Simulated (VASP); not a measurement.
# CuAu3 (Pm-3m) in VASP: a series of runs

CuAu3 is run at these levels: LDA; tasks: single point.

Program: VASP 6.6.1. These are calculated values, not measurements. Logs are shortened: lines on timing, memory, paths and dates and some standing lists are left out, and cuts for length are marked.

### 1 The cell of the first run

Symmetry: Pm-3m, No. 221, cubic system. Conventional cell: a = 4.032 Å, b = 4.032 Å, c = 4.032 Å, α = 90.00°, β = 90.00°, γ = 90.00°. Within 3.8 Å of Cu (site symmetry m-3m) lie 12 Au at 2.85 Å. Within 3.8 Å of Au (site symmetry 4/mmm) lie 4 Cu at 2.85 Å and 8 Au at 2.85 Å.

### 2 Single point, LDA (16.39 Å³/atom)

The input, INCAR:

```
ALGO = Normal
EDIFF = 1E-6
ENCUT = 520
GGA = CA
ISIF = 2
ISMEAR = -1
LASPH = True
LCHARG = True
LELF = True
LREAL = False
LVHAR = True
LWAVE = False
NBANDS = 30
NELM = 100
PREC = Accurate
SIGMA = 0.05
```

The input, KPOINTS:

```
k-points
0
Gamma
  9 9 9
```

The input, POSCAR:

```
CuAu3
1.0
    4.0323744272      0.0000000000      0.0000000000
    0.0000000000      4.0323744272      0.0000000000
    0.0000000000      0.0000000000      4.0323744272
Cu Au
1 3
Direct
    0.0000000000      0.0000000000      0.0000000000
    0.0000000000      0.5000000000      0.5000000000
    0.5000000000      0.0000000000      0.5000000000
    0.5000000000      0.5000000000      0.0000000000
```

Potentials or basis: VASP PAW LDA potentials, release 64 (Cu, Au).

The run is started by

```
$ cat potpaw_LDA.64/Cu/POTCAR potpaw_LDA.64/Au/POTCAR > POTCAR
$ mpirun -np 1 vasp_std > vasp.out
```

OUTCAR:

```text
EDIFF = 1E-6
   ENCUT = 520
   GGA = CA
   ISIF = 2
   ISMEAR = -1
   LASPH = True
   LREAL = False
   NELM = 100
   PREC = Accurate

 ion  position               nearest neighbor table
   1  0.000  0.000  0.000-   2 2.85   3 2.85   4 2.85   2 2.85   3 2.85   2 2.85   4 2.85   2 2.85
                             3 2.85   4 2.85   3 2.85   4 2.85
   2  0.000  0.500  0.500-   1 2.85   3 2.85   4 2.85   1 2.85   4 2.85   1 2.85   3 2.85   1 2.85
                             3 2.85   4 2.85   4 2.85   3 2.85
   3  0.500  0.000  0.500-   1 2.85   2 2.85   4 2.85   1 2.85   4 2.85   2 2.85   4 2.85   4 2.85
                             1 2.85   2 2.85   1 2.85   2 2.85
   4  0.500  0.500  0.000-   1 2.85   2 2.85   3 2.85   2 2.85   3 2.85   1 2.85   3 2.85   3 2.85
                             1 2.85   2 2.85   2 2.85   1 2.85

  LATTYP: Found a simple cubic cell.
 ALAT       =     4.0323744272

  Lattice vectors:

 A1 = (   4.0323744272,   0.0000000000,   0.0000000000)
 A2 = (   0.0000000000,   4.0323744272,   0.0000000000)
 A3 = (   0.0000000000,   0.0000000000,   4.0323744272)

Analysis of symmetry for initial positions (statically):
=====================================================================
 Subroutine PRICEL returns:
 Original cell was already a primitive cell.

 Routine SETGRP: Setting up the symmetry group for a
 simple cubic supercell.

 Subroutine GETGRP returns: Found 48 space group operations
 (whereof 48 operations were pure point group operations)
 out of a pool of 48 trial point group operations.

The static configuration has the point symmetry O_h .

Analysis of symmetry for dynamics (positions and initial velocities):
=====================================================================
 Subroutine PRICEL returns:
 Original cell was already a primitive cell.

 Routine SETGRP: Setting up the symmetry group for a
 simple cubic supercell.

 Subroutine GETGRP returns: Found 48 space group operations
 (whereof 48 operations were pure point group operations)
 out of a pool of 48 trial point group operations.

The dynamic configuration has the point symmetry O_h .

 Subroutine INISYM returns: Found 48 space group operations
 (whereof 48 operations are pure point group operations),
 and found     1 'primitive' translations

----------------------------------------------------------------------------------------

                                     Primitive cell

  volume of cell :      65.5666

  direct lattice vectors                    reciprocal lattice vectors
     4.032374427  0.000000000  0.000000000     0.247992843  0.000000000  0.000000000
     0.000000000  4.032374427  0.000000000     0.000000000  0.247992843  0.000000000
     0.000000000  0.000000000  4.032374427     0.000000000  0.000000000  0.247992843

  length of vectors
     4.032374427  4.032374427  4.032374427     0.247992843  0.247992843  0.247992843

  position of ions in fractional coordinates (direct lattice)
     0.000000000  0.000000000  0.000000000
     0.000000000  0.500000000  0.500000000
     0.500000000  0.000000000  0.500000000
     0.500000000  0.500000000  0.000000000

  ion indices of the primitive-cell ions
   primitive index   ion index
                 1           1
                 2           2
                 3           3
                 4           4

----------------------------------------------------------------------------------------

 KPOINTS: k-points

Automatic generation of k-mesh.
 Grid dimensions read from file:
 generate k-points for:    9    9    9

 Generating k-lattice:

  Cartesian coordinates                     Fractional coordinates (reciprocal lattice)
     0.027554760  0.000000000  0.000000000     0.111111111  0.000000000  0.000000000
     0.000000000  0.027554760  0.000000000     0.000000000  0.111111111  0.000000000
     0.000000000  0.000000000  0.027554760     0.000000000  0.000000000  0.111111111

  Length of vectors
     0.027554760  0.027554760  0.027554760

  Shift w.r.t. Gamma in fractional coordinates (k-lattice)
     0.000000000  0.000000000  0.000000000

 Subroutine IBZKPT returns following result:
 ===========================================

 Found     35 irreducible k-points:

 Following reciprocal coordinates:
            Coordinates               Weight
  0.000000  0.000000  0.000000      1.000000
  0.111111  0.000000  0.000000      6.000000
  0.222222  0.000000  0.000000      6.000000
  0.333333  0.000000  0.000000      6.000000
  0.444444  0.000000  0.000000      6.000000
  0.111111  0.111111  0.000000     12.000000
[... 16 lines left out ...]
  0.333333  0.333333  0.111111     24.000000
  0.444444  0.333333  0.111111     48.000000
 [... further k-points ...]
   k-points           NKPTS =     35   k-points in BZ     NKDIM =     35   number of bands    NBANDS=     30
   number of dos      NEDOS =    301   number of ions     NIONS =      4
   total plane-waves  NPLWV =  27000
   dimension x,y,z NGX =    30 NGY =   30 NGZ =   30
   dimension x,y,z NGXF=    60 NGYF=   60 NGZF=   60
   ions per type =               1   3
   NGX,Y,Z   is equivalent  to a cutoff of  12.37, 12.37, 12.37 a.u.
   NGXF,Y,Z  is equivalent  to a cutoff of  24.74, 24.74, 24.74 a.u.
 SYSTEM =  unknown system
   PREC   = accura    normal or accurate (medium, high low for compatibility)
   ISTART =      0    job   : 0-new  1-cont  2-samecut
   ICHARG =      2    charge: 1-file 2-atom 10-const
   ISPIN  =      1    spin polarized calculation?
   LNONCOLLINEAR =      F non collinear calculations
   LSORBIT =      F    spin-orbit coupling
   LASPH  =      T    aspherical Exc in radial PAW
   ENCUT  =  520.0 eV  38.22 Ry    6.18 a.u.   7.50  7.50  7.50*2*pi/ulx,y,z
   NELM   =    100;   NELMIN=  2; NELMDL= -5     # of ELM steps
   EDIFF  = 0.1E-05   stopping-criterion for ELM
   LREAL  =      F    real-space projection
   EDIFFG = 0.1E-04   stopping-criterion for IOM
   NSW    =      0    number of steps for IOM
   IBRION =     -1    ionic relax: 0-MD 1-quasi-New 2-CG
   NFREE  =      0    steps in history (QN), initial steepest desc. (CG)
   ISIF   =      2    stress and relaxation
   ISYM   =      2    0-nonsym 1-usesym 2-fastsym
   POTIM  = 0.5000    time-step for ionic-motion
   TEBEG  =    0.0;   TEEND  =   0.0 temperature during run
   PSTRESS=    0.0 pullay stress
   NELECT =      44.0000    total number of electrons
   NUPDOWN=      -1.0000    fix difference up-down
   EMIN   =  10.00;   EMAX   =-10.00  energy-range for DOS
   EFERMI =   0.00;   METHOD = LEGACY
   ISMEAR =    -1;   SIGMA  =   0.05  broadening in eV -4-tet -1-fermi 0-gaus
   EFERMI_NEDOS =   21; number of points for ismear=-14 and -15
   IALGO  =     38    algorithm
   IMIX   =      4    mixing-type and parameters
     AMIX     =   0.40;   BMIX     =  1.00
     AMIX_MAG =   1.60;   BMIX_MAG =  1.00
  volume/ion in A,a.u.               =      16.39       110.62
  Fermi-wavevector in a.u.,A,eV,Ry     =   1.433282  2.708510 27.950397  2.054296
  Thomas-Fermi vector in A             =   2.552817
   LORBIT       =      0    0 simple, 1 ext, 2 COOP (PROOUT), +10 PAW based schemes
   GGA     = CA    functional components
   LHFCALC =     F    Hartree Fock is set to
   AEXX    =    0.0000 exact exchange contribution
   IVDW    =     0    specifies the selected vdW correction
   LEPSILON=     F    determine dielectric tensor
   LRPA    =     F    only Hartree local field effects (RPA)
 non-spin polarized calculation
  energy-cutoff  :      520.00
  volume of cell :       65.57
 maximum number of plane-waves:      1791
 NGX is ok and might be reduce to    30
   NGX = 15   NGY = 15   NGZ = 15

 number of electron      44.0000008 magnetization

 Free energy of the ion-electron system (eV)
  ---------------------------------------------------
  ext. energy  EPLUGINS =         0.00000000
  ---------------------------------------------------
  free energy    TOTEN  =       -17.98963979 eV

  energy without entropy =      -17.98205098  energy(sigma->0) =      -17.98584538

 E-fermi :   8.3738     XC(G=0): -12.7616

 val. band max:        8.2976140173   @ k =   0.4444   0.4444   0.0000
 cond. band min:       8.4401400611   @ k =   0.3333   0.3333   0.2222
 fundamental gap:      0.1425260439
 Fermi energy:         8.3738056815

 k-point     1 :       0.0000    0.0000    0.0000
  band No.  band energies     occupation
      1      -1.1833      2.00000
      2       1.2519      2.00000
      3       2.0178      2.00000
      4       2.0178      2.00000
      5       2.0178      2.00000
      6       2.1357      2.00000
[... 22 lines left out ...]
     29      17.9994      0.00000
     30      17.9994      0.00000

 k-point     2 :       0.1111    0.0000    0.0000
  band No.  band energies     occupation
      1      -1.0422      2.00000
      2       1.3354      2.00000
      3       2.0554      2.00000
      4       2.0904      2.00000
      5       2.0904      2.00000
      6       2.1578      2.00000
[... 22 lines left out ...]
     29      17.9919      0.00000
     30      18.0066      0.00000

 k-point     3 :       0.2222    0.0000    0.0000
  band No.  band energies     occupation
      1      -0.6306      2.00000
      2       1.5652      2.00000
      3       2.1590      2.00000
      4       2.2036      2.00000
      5       2.3052      2.00000
      6       2.3052      2.00000
[... 22 lines left out ...]
     29      17.5670      0.00000
     30      17.9087      0.00000

 k-point     4 :       0.3333    0.0000    0.0000
  band No.  band energies     occupation
      1       0.0028      2.00000
      2       1.8496      2.00000
      3       2.2157      2.00000
      4       2.2970      2.00000
      5       2.6497      2.00000
      6       2.6497      2.00000
[... 616 lines left out ...]
     29      18.1949      0.00000
     30      19.4162      0.00000

 k-point    23 :       0.3333    0.3333    0.1111
  band No.  band energies     occupation
      1       1.0151      2.00000
      2       2.3283      2.00000
      3       2.5195      2.00000
      4       2.6424      2.00000
      5       2.8604      2.00000
      6       3.2910      2.00000
[... 22 lines left out ...]
     29      19.2144      0.00000
     30      19.6592      0.00000

 k-point    24 :       0.4444    0.3333    0.1111
  band No.  band energies     occupation
      1       1.5325      2.00000
      2       2.1809      2.00000
      3       2.4759      2.00000
      4       2.7686      2.00000
      5       3.0512      2.00000
      6       3.2632      2.00000
[... 22 lines left out ...]
     29      18.0576      0.00000
     30      18.9544      0.00000

 [... further k-points ...]

------------------------ aborting loop because EDIFF is reached ----------------------------------------

  FORCE on cell =-STRESS in cart. coord.  units (eV):
  Direction    XX          YY          ZZ          XY          YZ          ZX
  --------------------------------------------------------------------------------------
  -------------------------------------------------------------------------------------
  Total       -4.4188014     -4.4188014     -4.4188014      0.0000000      0.0000000     -0.0000000
  in kB     -107.9773120   -107.9773120   -107.9773120      0.0000000      0.0000000     -0.0000000
  external PRESSURE =    -107.9773120 kB  Pullay stress =       0.0000000 kB

 VOLUME and BASIS-vectors are now :
 -----------------------------------------------------------------------------
  energy-cutoff  :      520.00
  volume of cell :       65.57
      direct lattice vectors                 reciprocal lattice vectors
     4.032374427  0.000000000  0.000000000     0.247992843  0.000000000  0.000000000
     0.000000000  4.032374427  0.000000000     0.000000000  0.247992843  0.000000000
     0.000000000  0.000000000  4.032374427     0.000000000  0.000000000  0.247992843

 POSITION                                       TOTAL-FORCE (eV/Angst)
 -----------------------------------------------------------------------------------
      0.00000      0.00000      0.00000         0.000000      0.000000      0.000000
      0.00000      2.01619      2.01619         0.000000      0.000000      0.000000
      2.01619      0.00000      2.01619         0.000000      0.000000      0.000000
      2.01619      2.01619      0.00000         0.000000      0.000000      0.000000
 -----------------------------------------------------------------------------------
    total drift:                                0.000000      0.000000     -0.000000

  FREE ENERGIE OF THE ION-ELECTRON SYSTEM (eV)
  ---------------------------------------------------
  free  energy   TOTEN  =       -17.9896397920 eV

  energy  without entropy=      -17.9820509775  energy(sigma->0) =      -17.98584538
```

Wall time 31 s (1 thread of AMD EPYC 9R45 (Zen 5), shared host); peak memory 0.16 GiB.

What came out:

```
Free energy            : -17.9896 eV
Pressure               : -10.8 GPa
Band gap on the k mesh : zero (bands 22 and 23 overlap by 1.51 eV)
```

Caveat: the cell stands under tension; spin-orbit coupling is left out, which moves the levels of the heavy elements.

### 3 Single point, LDA (15.13 Å³/atom)

This run uses another cell than the first one, of 15.13 Å³/atom.

The input, INCAR:

```
ALGO = Normal
EDIFF = 1E-6
ENCUT = 520
ISIF = 2
ISMEAR = -1
LASPH = T
LCHARG = T
LELF = T
LREAL = F
LVHAR = T
LWAVE = F
NBANDS = 30
NELM = 80
PREC = Accurate
SIGMA = 0.05
```

KPOINTS is that of step 2.

The input, POSCAR:

```
CuAu3
1.0
    3.9262096223      0.0000000000      0.0000000000
    0.0000000000      3.9262096223      0.0000000000
    0.0000000000      0.0000000000      3.9262096223
Cu Au
1 3
Direct
    0.0000000000      0.0000000000      0.0000000000
    0.0000000000      0.5000000000      0.5000000000
    0.5000000000      0.0000000000      0.5000000000
    0.5000000000      0.5000000000      0.0000000000
```

Potentials or basis: VASP PAW LDA potentials, release 64 (Cu, Au).

The run is started by

```
$ cat potpaw_LDA.64/Cu/POTCAR potpaw_LDA.64/Au/POTCAR > POTCAR
$ mpirun -np 1 vasp_std > vasp.out
```

It took 39 s on 1 thread of AMD EPYC 9R45 (Zen 5), shared host; peak memory 0.16 GiB.

Results (log left out):

* Free energy: -18.1377 eV
* Pressure: 2.3 GPa
* Band gap on the k mesh: zero (bands 22 and 23 overlap by 1.64 eV)

Levels at points of the mesh, in eV from the Fermi level:
```
           k point  band 18  band 19  band 20  band 21  band 22  band 23  band 24  band 25  band 26  band 27
(0.00, 0.00, 0.00)    -1.58    -1.56    -1.56    -1.56     0.85     0.85     0.85     6.27     6.27     7.04
```

Caveat: spin-orbit coupling is left out, which moves the levels of the heavy elements.

### 4 Single point, LDA (15.60 Å³/atom)

This run uses another cell than the first one, of 15.60 Å³/atom.

The input, INCAR:

```
SYSTEM = CuAu3
PREC     = Accurate       ! precision mode
ENCUT    = 520            ! plane-wave cutoff, eV
EDIFF    = 1E-7           ! SCF threshold, eV
ISMEAR   = -1             ! smearing method
SIGMA    = 0.05           ! smearing width, eV
LREAL    = .FALSE.        ! projectors in reciprocal space
LASPH    = .TRUE.         ! aspherical terms in the spheres
NELM     = 60             ! most SCF steps
ALGO     = Normal         ! electronic algorithm
ISIF     = 2              ! what is computed and relaxed
LWAVE    = .FALSE.        ! write WAVECAR
LCHARG   = .FALSE.        ! write CHGCAR
GGA      = CA             ! functional
NBANDS   = 30             ! bands
```

The input, KPOINTS:

```
Automatic mesh
0
G
  9 9 9
  0 0 0
```

The input, POSCAR:

```
CuAu3
1.0
    3.9666888638      0.0000000000      0.0000000000
    0.0000000000      3.9666888638      0.0000000000
    0.0000000000      0.0000000000      3.9666888638
Cu Au
1 3
Direct
    0.0000000000      0.0000000000      0.0000000000
    0.0000000000      0.5000000000      0.5000000000
    0.5000000000      0.0000000000      0.5000000000
    0.5000000000      0.5000000000      0.0000000000
```

The run is started by

```
$ cat potpaw_LDA.64/Cu/POTCAR potpaw_LDA.64/Au/POTCAR > POTCAR
$ mpirun -np 1 vasp_std > vasp.out
```

It took 38 s on 1 thread of AMD EPYC 9R45 (Zen 5), shared host; peak memory 0.16 GiB.

Results (log left out):

| Item | Value |
| --- | --- |
| Free energy | -18.1313 eV |
| Pressure | -3.4 GPa |
| Band gap on the k mesh | zero (bands 22 and 23 overlap by 1.59 eV) |

Levels at points of the mesh, in eV from the Fermi level:
```
           k point  band 18  band 19  band 20  band 21  band 22  band 23  band 24  band 25  band 26  band 27
(0.00, 0.00, 0.00)    -1.55    -1.53    -1.53    -1.53     0.94     0.94     0.94     6.02     6.02     6.80
```

Caveat: the cell stands under tension; spin-orbit coupling is left out, which moves the levels of the heavy elements.

[end of part 1 of 2]
